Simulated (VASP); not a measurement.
# GaN (P6_3mc) in VASP: notebook

GaN is run at these levels: r2SCAN; tasks: single point.

Everything below comes from runs of VASP 6.6.1. Logs are shortened: lines on timing, memory, paths and dates and some standing lists are left out, and cuts for length are marked.

**1. The cell of the first run**

Symmetry: P6_3mc, No. 186, hexagonal system. Conventional cell: a = 3.151 Å, b = 3.151 Å, c = 5.208 Å, α = 90.00°, β = 90.00°, γ = 120.00°. Ga (site symmetry 3m) has 4 N at 1.93 to 1.95 Å within 2.6 Å. Within 2.6 Å of N (site symmetry 3m) lie 4 Ga at 1.93 to 1.95 Å.

**2. Single point, r2SCAN (in-plane strain -0.01, then relaxed in part)**

POSCAR

```
GaN
1.0
    3.1512715326      0.0000000000      0.0000000000
   -1.5756357663      2.7290812015      0.0000000000
    0.0000000000      0.0000000000      5.2081262613
Ga N
2 2
Direct
    0.3333333333      0.6666666667      0.0003592409
    0.6666666667      0.3333333333      0.5003592409
    0.3333333333      0.6666666667      0.3746407591
    0.6666666667      0.3333333333      0.8746407591
```

INCAR.step1

```
SYSTEM = GaN
PREC = Accurate ; ENCUT = 520
ISMEAR = 0 ; SIGMA = 0.01
LREAL = .False. ; LASPH = .True.
NELM = 100 ; NBANDS = 26
GGA = PE ; ALGO = Normal
EDIFF = 1E-4 ; LWAVE = .True.
LCHARG = .False.
```

INCAR.step2

```
SYSTEM = GaN
PREC = Accurate ; ENCUT = 520
EDIFF = 1E-6 ; ISMEAR = 0
SIGMA = 0.01 ; LREAL = .False.
LASPH = .True. ; NELM = 100
ALGO = Normal ; ISIF = 2
LWAVE = .False. ; LCHARG = .False.
METAGGA = R2SCAN ; LMIXTAU = .True.
NBANDS = 26 ; ISTART = 1
```

KPOINTS

```
Automatic mesh
0
Gamma
  8 8 4
  0 0 0
```

Potentials or basis: VASP PAW PBE potentials, release 64 (Ga_d, N).

Started as:

```console
$ cat potpaw_PBE.64/Ga_d/POTCAR potpaw_PBE.64/N/POTCAR > POTCAR
$ cp INCAR.step1 INCAR
$ mpirun -np 1 vasp_std > vasp.out
$ cp INCAR.step2 INCAR
$ mpirun -np 1 vasp_std > vasp.out
```

OUTCAR:

```text
SYSTEM = GaN
   PREC = Accurate
   ENCUT = 520
   EDIFF = 1E-6
   ISMEAR = 0
   LREAL = .False.
   LASPH = .True.
   NELM = 100
   ISIF = 2
   METAGGA = R2SCAN
   ISTART = 1

 ion  position               nearest neighbor table
   1  0.333  0.667  0.000-   4 1.93   4 1.93   4 1.93   3 1.95
   2  0.667  0.333  0.500-   3 1.93   3 1.93   3 1.93   4 1.95
   3  0.333  0.667  0.375-   2 1.93   2 1.93   2 1.93   1 1.95
   4  0.667  0.333  0.875-   1 1.93   1 1.93   1 1.93   2 1.95

  LATTYP: Found a hexagonal cell.
 ALAT       =     3.1512715326
 C/A-ratio  =     1.6527062830

  Lattice vectors:

 A1 = (   3.1512715326,   0.0000000000,   0.0000000000)
 A2 = (  -1.5756357663,   2.7290812015,   0.0000000000)
 A3 = (   0.0000000000,   0.0000000000,   5.2081262613)

Analysis of symmetry for initial positions (statically):
=====================================================================
 Subroutine PRICEL returns:
 Original cell was already a primitive cell.

 Routine SETGRP: Setting up the symmetry group for a
 hexagonal supercell.

 Subroutine GETGRP returns: Found 12 space group operations
 (whereof  6 operations were pure point group operations)
 out of a pool of 24 trial point group operations.

The static configuration has the point symmetry C_3v.
 The point group associated with its full space group is C_6v.

Analysis of symmetry for dynamics (positions and initial velocities):
=====================================================================
 Subroutine PRICEL returns:
 Original cell was already a primitive cell.

 Routine SETGRP: Setting up the symmetry group for a
 hexagonal supercell.

 Subroutine GETGRP returns: Found 12 space group operations
 (whereof  6 operations were pure point group operations)
 out of a pool of 24 trial point group operations.

The dynamic configuration has the point symmetry C_3v.
 The point group associated with its full space group is C_6v.

 Subroutine INISYM returns: Found 12 space group operations
 (whereof  6 operations are pure point group operations),
 and found     1 'primitive' translations

----------------------------------------------------------------------------------------

                                     Primitive cell

  volume of cell :      44.7903

  direct lattice vectors                    reciprocal lattice vectors
     3.151271533  0.000000000  0.000000000     0.317332223  0.183211844  0.000000000
    -1.575635766  2.729081202  0.000000000     0.000000000  0.366423688  0.000000000
     0.000000000  0.000000000  5.208126261     0.000000000  0.000000000  0.192007634

  length of vectors
     3.151271533  3.151271533  5.208126261     0.366423688  0.366423688  0.192007634

  position of ions in fractional coordinates (direct lattice)
     0.333333333  0.666666667  0.000359241
     0.666666667  0.333333333  0.500359241
     0.333333333  0.666666667  0.374640759
     0.666666667  0.333333333  0.874640759

  ion indices of the primitive-cell ions
   primitive index   ion index
                 1           1
                 2           2
                 3           3
                 4           4

----------------------------------------------------------------------------------------

 KPOINTS: Automatic mesh

Automatic generation of k-mesh.
 Grid dimensions read from file:
 generate k-points for:    8    8    4

 Generating k-lattice:

  Cartesian coordinates                     Fractional coordinates (reciprocal lattice)
     0.039666528  0.022901481  0.000000000     0.125000000  0.000000000  0.000000000
     0.000000000  0.045802961  0.000000000     0.000000000  0.125000000  0.000000000
     0.000000000  0.000000000  0.048001908     0.000000000  0.000000000  0.250000000

  Length of vectors
     0.045802961  0.045802961  0.048001908

  Shift w.r.t. Gamma in fractional coordinates (k-lattice)
     0.000000000  0.000000000  0.000000000

 Subroutine IBZKPT returns following result:
 ===========================================

 Found     30 irreducible k-points:

 Following reciprocal coordinates:
            Coordinates               Weight
  0.000000  0.000000  0.000000      1.000000
  0.125000  0.000000  0.000000      6.000000
  0.250000  0.000000  0.000000      6.000000
  0.375000  0.000000  0.000000      6.000000
  0.500000  0.000000  0.000000      3.000000
  0.125000  0.125000  0.000000      6.000000
[... 16 lines left out ...]
  0.250000  0.000000  0.500000      6.000000
  0.375000  0.000000  0.500000      6.000000
 [... further k-points ...]
   k-points           NKPTS =     30   k-points in BZ     NKDIM =     30   number of bands    NBANDS=     26
   number of dos      NEDOS =    301   number of ions     NIONS =      4
   total plane-waves  NPLWV =  23040
   dimension x,y,z NGX =    24 NGY =   24 NGZ =   40
   dimension x,y,z NGXF=    48 NGYF=   48 NGZF=   80
   ions per type =               2   2
   NGX,Y,Z   is equivalent  to a cutoff of  12.66, 12.66, 12.77 a.u.
   NGXF,Y,Z  is equivalent  to a cutoff of  25.32, 25.32, 25.54 a.u.
 SYSTEM =  GaN
   PREC   = accura    normal or accurate (medium, high low for compatibility)
   ISTART =      1    job   : 0-new  1-cont  2-samecut
   ICHARG =      0    charge: 1-file 2-atom 10-const
   ISPIN  =      1    spin polarized calculation?
   LNONCOLLINEAR =      F non collinear calculations
   LSORBIT =      F    spin-orbit coupling
   LASPH  =      T    aspherical Exc in radial PAW
   ENCUT  =  520.0 eV  38.22 Ry    6.18 a.u.   5.86  5.86  9.68*2*pi/ulx,y,z
   NELM   =    100;   NELMIN=  2; NELMDL=  0     # of ELM steps
   EDIFF  = 0.1E-05   stopping-criterion for ELM
   LREAL  =      F    real-space projection
   EDIFFG = 0.1E-04   stopping-criterion for IOM
   NSW    =      0    number of steps for IOM
   IBRION =     -1    ionic relax: 0-MD 1-quasi-New 2-CG
   NFREE  =      0    steps in history (QN), initial steepest desc. (CG)
   ISIF   =      2    stress and relaxation
   ISYM   =      2    0-nonsym 1-usesym 2-fastsym
   POTIM  = 0.5000    time-step for ionic-motion
   TEBEG  =    0.0;   TEEND  =   0.0 temperature during run
   PSTRESS=    0.0 pullay stress
   NELECT =      36.0000    total number of electrons
   NUPDOWN=      -1.0000    fix difference up-down
   EMIN   =  10.00;   EMAX   =-10.00  energy-range for DOS
   EFERMI =   0.00;   METHOD = LEGACY
   ISMEAR =     0;   SIGMA  =   0.01  broadening in eV -4-tet -1-fermi 0-gaus
   EFERMI_NEDOS =   21; number of points for ismear=-14 and -15
   IALGO  =     38    algorithm
   IMIX   =      4    mixing-type and parameters
     AMIX     =   0.40;   BMIX     =  1.00
     AMIX_MAG =   1.60;   BMIX_MAG =  1.00
  volume/ion in A,a.u.               =      11.20        75.56
  Fermi-wavevector in a.u.,A,eV,Ry     =   1.522116  2.876382 31.522480  2.316837
  Thomas-Fermi vector in A             =   2.630739
   LORBIT       =      0    0 simple, 1 ext, 2 COOP (PROOUT), +10 PAW based schemes
   METAGGA = R2SCAN    functional components
   LHFCALC =     F    Hartree Fock is set to
   AEXX    =    0.0000 exact exchange contribution
   IVDW    =     0    specifies the selected vdW correction
   LEPSILON=     F    determine dielectric tensor
   LRPA    =     F    only Hartree local field effects (RPA)
 non-spin polarized calculation
 Gauss-broadening in eV      SIGMA  =   0.01
  energy-cutoff  :      520.00
  volume of cell :       44.79
 maximum number of plane-waves:      1232
 NGX is ok and might be reduce to    24
   NGX = 11   NGY = 11   NGZ = 19

 number of electron      36.0000011 magnetization

 Free energy of the ion-electron system (eV)
  ---------------------------------------------------
  ext. energy  EPLUGINS =         0.00000000
  ---------------------------------------------------
  free energy    TOTEN  =       -43.80187380 eV

  energy without entropy =      -43.80187380  energy(sigma->0) =      -43.80187380

 E-fermi :   5.3496     XC(G=0): -12.7562

 val. band max:        5.3028781856   @ k =   0.0000   0.0000   0.0000
 cond. band min:       7.6901940752   @ k =   0.0000   0.0000   0.0000
 fundamental gap:      2.3873158896
 Fermi energy:         5.3495971348

 k-point     1 :       0.0000    0.0000    0.0000
  band No.  band energies     occupation
      1     -11.6758      2.00000
      2     -10.6334      2.00000
      3      -8.5766      2.00000
      4      -8.5563      2.00000
      5      -8.5563      2.00000
      6      -8.4866      2.00000
[... 18 lines left out ...]
     25      17.9728      0.00000
     26      17.9728      0.00000

 k-point     2 :       0.1250    0.0000    0.0000
  band No.  band energies     occupation
      1     -11.5171      2.00000
      2     -10.5854      2.00000
      3      -8.5568      2.00000
      4      -8.5322      2.00000
      5      -8.5078      2.00000
      6      -8.4645      2.00000
[... 18 lines left out ...]
     25      17.3862      0.00000
     26      18.3070      0.00000

 k-point     3 :       0.2500    0.0000    0.0000
  band No.  band energies     occupation
      1     -11.1327      2.00000
      2     -10.4889      2.00000
      3      -8.5123      2.00000
      4      -8.4875      2.00000
      5      -8.4159      2.00000
      6      -8.3733      2.00000
[... 18 lines left out ...]
     25      17.6103      0.00000
     26      18.7790      0.00000

 k-point     4 :       0.3750    0.0000    0.0000
  band No.  band energies     occupation
      1     -10.7700      2.00000
      2     -10.4226      2.00000
      3      -8.4929      2.00000
      4      -8.4666      2.00000
      5      -8.3646      2.00000
      6      -8.3005      2.00000
[... 18 lines left out ...]
     25      18.1266      0.00000
     26      19.4357      0.00000
[... 496 lines left out ...]
      1     -10.9770      2.00000
      2     -10.9770      2.00000
      3      -8.5117      2.00000
      4      -8.5117      2.00000
      5      -8.5000      2.00000
      6      -8.5000      2.00000
[... 18 lines left out ...]
     25      17.0332      0.00000
     26      17.0332      0.00000

 k-point    23 :       0.2500    0.0000    0.5000
  band No.  band energies     occupation
      1     -10.7368      2.00000
      2     -10.7368      2.00000
      3      -8.4775      2.00000
      4      -8.4775      2.00000
      5      -8.4321      2.00000
      6      -8.4321      2.00000
[... 18 lines left out ...]
     25      17.8514      0.00000
     26      17.8514      0.00000

 k-point    24 :       0.3750    0.0000    0.5000
  band No.  band energies     occupation
      1     -10.5401      2.00000
      2     -10.5401      2.00000
      3      -8.4796      2.00000
      4      -8.4796      2.00000
      5      -8.3778      2.00000
      6      -8.3778      2.00000
[... 18 lines left out ...]
     25      18.3253      0.00000
     26      18.3253      0.00000

 [... further k-points ...]
[... 5 lines left out ...]
  --------------------------------------------------------------------------------------
  -------------------------------------------------------------------------------------
  Total        1.6368956      1.6368956      0.2970587      0.0000000      0.0000000      0.0000000
  in kB       58.5528155     58.5528155     10.6259823      0.0000000      0.0000000      0.0000000
  external PRESSURE =      42.5772045 kB  Pullay stress =       0.0000000 kB

 VOLUME and BASIS-vectors are now :
 -----------------------------------------------------------------------------
  energy-cutoff  :      520.00
  volume of cell :       44.79
      direct lattice vectors                 reciprocal lattice vectors
     3.151271533  0.000000000  0.000000000     0.317332223  0.183211844  0.000000000
    -1.575635766  2.729081202  0.000000000     0.000000000  0.366423688  0.000000000
     0.000000000  0.000000000  5.208126261     0.000000000  0.000000000  0.192007634

 POSITION                                       TOTAL-FORCE (eV/Angst)
 -----------------------------------------------------------------------------------
     -0.00000      1.81939      0.00187         0.000000     -0.000000      0.014926
      1.57564      0.90969      2.60593        -0.000000      0.000000      0.014926
     -0.00000      1.81939      1.95118        -0.000000     -0.000000     -0.014926
      1.57564      0.90969      4.55524        -0.000000     -0.000000     -0.014926
 -----------------------------------------------------------------------------------
    total drift:                                0.000002      0.000003      0.057454

  FREE ENERGIE OF THE ION-ELECTRON SYSTEM (eV)
  ---------------------------------------------------
  free  energy   TOTEN  =       -43.8018737988 eV

  energy  without entropy=      -43.8018737988  energy(sigma->0) =      -43.80187380
```

It took 2.7 min on 1 thread of Intel Xeon Platinum 8175M at 2.50GHz (Skylake/Cascade Lake), shared host; peak memory 0.18 GiB.

What came out:

```yaml
Free_energy: -43.8019 eV
Pressure: 4.3 GPa
Largest_force: 0.015 eV/Å
Band_gap_on_the_k_mesh: 2.39 eV, direct
```

Forces in eV/Å, atoms in the order of the input:
```
Ga   0.000  0.000  0.015
Ga   0.000  0.000  0.015
N    0.000  0.000 -0.015
N    0.000  0.000 -0.015
```

Stress tensor (GPa, compression positive):
```
5.86 0.00 0.00
0.00 5.86 0.00
0.00 0.00 1.06
```

Caveat: the cell differs from its parent crystal (in-plane strain -0.01, then relaxed in part); the PAW data sets were made with another functional, which shifts forces and pressure a little.

**3. Single point, r2SCAN (in-plane strain -0.01)**

POSCAR

```
GaN
1.0
    3.1512715326      0.0000000000      0.0000000000
   -1.5756357663      2.7290812015      0.0000000000
    0.0000000000      0.0000000000      5.2146801397
Ga N
2 2
Direct
    0.3333333333      0.6666666667     -0.0008903618
    0.6666666667      0.3333333333      0.4991096382
    0.3333333333      0.6666666667      0.3758903618
    0.6666666667      0.3333333333      0.8758903618
```

INCAR.step1

```
ALGO = Normal
EDIFF = 1E-4
ENCUT = 520
GGA = PE
ISMEAR = 0
LASPH = T
LCHARG = F
LREAL = F
LWAVE = T
NBANDS = 26
NELM = 80
PREC = Accurate
SIGMA = 0.01
```

INCAR.step2

```
ALGO = Normal
EDIFF = 1E-7
ENCUT = 520
ISIF = 2
ISMEAR = 0
ISTART = 1
LASPH = T
LCHARG = F
LMIXTAU = T
LREAL = F
LWAVE = F
METAGGA = R2SCAN
NBANDS = 26
NELM = 80
PREC = Accurate
SIGMA = 0.01
```

KPOINTS

```
k-points
0
Gamma
  8 8 4
```

Potentials or basis: VASP PAW PBE potentials, release 64 (Ga_d, N).

Started as:

```console
$ cat potpaw_PBE.64/Ga_d/POTCAR potpaw_PBE.64/N/POTCAR > POTCAR
$ cp INCAR.step1 INCAR
$ mpirun -np 1 vasp_std > vasp.out
$ cp INCAR.step2 INCAR
$ mpirun -np 1 vasp_std > vasp.out
```

Run time: 3 min. Hardware: 1 thread of Intel Xeon Platinum 8175M at 2.50GHz (Skylake/Cascade Lake), shared host; peak memory 0.18 GiB.

The run converged. Its results:

| Item | Value |
| --- | --- |
| Free energy | -43.7994 eV |
| Pressure | 4.1 GPa |
| Largest force | 0.184 eV/Å |
| Band gap on the k mesh | 2.39 eV, direct |

Forces in eV/Å, atoms in the order of the input:
```
Ga   0.000  0.000  0.184
Ga   0.000  0.000  0.184
N    0.000  0.000 -0.184
N    0.000  0.000 -0.184
```

Stress tensor (GPa, compression positive):
```
 6.36  0.00  0.00
 0.00  6.36  0.00
 0.00  0.00 -0.40
```

Levels at points of the mesh, in eV from the valence-band top:
```csv
k point,band 15,band 16,band 17,band 18,band 19,band 20,band 21,band 22
"(0.00, 0.00, 0.00)",-1.03,-0.10,0.00,0.00,2.39,5.05,9.91,10.80
"(0.50, 0.00, 0.00)",-4.36,-2.84,-2.29,-1.09,5.72,6.17,6.47,9.39
"(0.00, 0.00, 0.50)",-0.53,-0.53,-0.53,-0.53,4.90,4.90,9.15,9.15
"(0.50, 0.00, 0.50)",-2.05,-2.05,-2.03,-2.03,4.88,4.88,8.45,8.45
```

Caveat: the cell differs from its parent crystal (in-plane strain -0.01); the PAW data sets were made with another functional, which shifts forces and pressure a little.

**4. Single point, r2SCAN (film at in-plane strain -0.01)**

POSCAR

```
GaN
1.0
    3.1512715326      0.0000000000      0.0000000000
   -1.5756357663      2.7290812015      0.0000000000
    0.0000000000      0.0000000000      5.2081262613
Ga N
2 2
Direct
    0.3333333333      0.6666666667      0.0003592409
    0.6666666667      0.3333333333      0.5003592409
    0.3333333333      0.6666666667      0.3746407591
    0.6666666667      0.3333333333      0.8746407591
```

INCAR.step1

```
PREC     = Accurate       # precision mode
ENCUT    = 520            # plane-wave cutoff, eV
ISMEAR   = 0              # smearing method
SIGMA    = 0.01           # smearing width, eV
LREAL    = F              # projectors in reciprocal space
LASPH    = T              # aspherical terms in the spheres
NELM     = 80             # most SCF steps
NBANDS   = 26             # bands
GGA      = PE             # functional
ALGO     = Normal         # electronic algorithm
EDIFF    = 1E-4           # SCF threshold, eV
LWAVE    = T              # write WAVECAR
LCHARG   = F              # write CHGCAR
```

INCAR.step2

```
PREC     = Accurate       # precision mode
ENCUT    = 520            # plane-wave cutoff, eV
EDIFF    = 1E-7           # SCF threshold, eV
ISMEAR   = 0              # smearing method
SIGMA    = 0.01           # smearing width, eV
LREAL    = F              # projectors in reciprocal space
LASPH    = T              # aspherical terms in the spheres
NELM     = 80             # most SCF steps
ALGO     = Normal         # electronic algorithm
ISIF     = 2              # what is computed and relaxed
LWAVE    = F              # write WAVECAR
LCHARG   = F              # write CHGCAR
METAGGA  = R2SCAN         # meta-GGA
LMIXTAU  = T            
NBANDS   = 26             # bands
ISTART   = 1
```

KPOINTS

```
Automatic mesh
0
Gamma
  8 8 4
```

Started as:

```console
$ cat potpaw_PBE.64/Ga_d/POTCAR potpaw_PBE.64/N/POTCAR > POTCAR
$ cp INCAR.step1 INCAR
$ mpirun -np 1 vasp_std > vasp.out
$ cp INCAR.step2 INCAR
$ mpirun -np 1 vasp_std > vasp.out
```

Run time: 3.1 min. Hardware: 1 thread of Intel Xeon Platinum 8175M at 2.50GHz (Skylake/Cascade Lake), shared host; peak memory 0.18 GiB.

It converged, with:

- Free energy: -43.8019 eV
- Pressure: 4.3 GPa
- Largest force: 0.015 eV/Å
- Band gap on the k mesh: 2.39 eV, direct

Forces on the atoms (eV/Å):
```
Ga   0.000  0.000  0.015
Ga   0.000  0.000  0.015
N    0.000  0.000 -0.015
N    0.000  0.000 -0.015
```

Stress tensor (GPa, compression positive):
```
5.87 0.00 0.00
0.00 5.87 0.00
0.00 0.00 1.08
```

Levels at points of the mesh, in eV from the valence-band top:
```tsv
k point	band 14	band 15	band 16	band 17	band 18	band 19	band 20	band 21	band 22	band 23
(0.00, 0.00, 0.00)	-1.05	-1.05	-0.13	0.00	0.00	2.39	5.06	9.91	10.79	10.79
(0.50, 0.00, 0.00)	-5.51	-4.42	-2.85	-2.35	-1.07	5.71	6.16	6.46	9.40	11.09
(0.00, 0.00, 0.50)	-4.09	-0.54	-0.54	-0.54	-0.54	4.89	4.89	9.18	9.18	11.31
(0.50, 0.00, 0.50)	-6.83	-2.09	-2.09	-2.03	-2.03	4.86	4.86	8.48	8.48	10.82
```

Caveat: the cell differs from its parent crystal (film at in-plane strain -0.01); the PAW data sets were made with another functional, which shifts forces and pressure a little.
